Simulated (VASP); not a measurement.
Here is a VASP 6.6.1 calculation.

File INCAR:

```
SYSTEM = PbF2
PREC     = Accurate       ! precision mode
ENCUT    = 520            ! plane-wave cutoff, eV
EDIFF    = 1E-6           ! SCF threshold, eV
ISMEAR   = 0              ! smearing method
SIGMA    = 0.05           ! smearing width, eV
LREAL    = .FALSE.        ! projectors in reciprocal space
LASPH    = .TRUE.         ! aspherical terms in the spheres
NELM     = 60             ! most SCF steps
ALGO     = Normal         ! electronic algorithm
ISIF     = 2              ! what is computed and relaxed
LWAVE    = .FALSE.        ! write WAVECAR
LCHARG   = .TRUE.         ! write CHGCAR
GGA      = PE             ! functional
LELF     = .TRUE.         ! ELF
LVHAR    = .TRUE.       
NBANDS   = 21             ! bands
```

File KPOINTS:

```
regular mesh
0
G
  6 6 6
  0 0 0
```

The input POSCAR:

```
PbF2
1.0
    0.0000000000      2.9892758596      2.9892758596
    2.9892758596      0.0000000000      2.9892758596
    2.9892758596      2.9892758596      0.0000000000
Pb F
1 2
Direct
    0.0000000000      0.0000000000      0.0000000000
    0.2500000000      0.2500000000      0.2500000000
    0.7500000000      0.7500000000      0.7500000000
```

Potentials or basis: VASP PAW PBE potentials, release 64 (Pb_d, F).

The run is started by

```sh
$ cat potpaw_PBE.64/Pb_d/POTCAR potpaw_PBE.64/F/POTCAR > POTCAR
$ mpirun -np 1 vasp_std > vasp.out
```

Question: Predict the band gap on the k mesh.

Answer: 4.43 eV (least direct gap 4.56 eV).

Question: What does it give for the pressure?

Answer: 0.6 GPa.

Caveat: spin-orbit coupling is left out, which moves the levels of the heavy elements. A k mesh can miss the band edges.
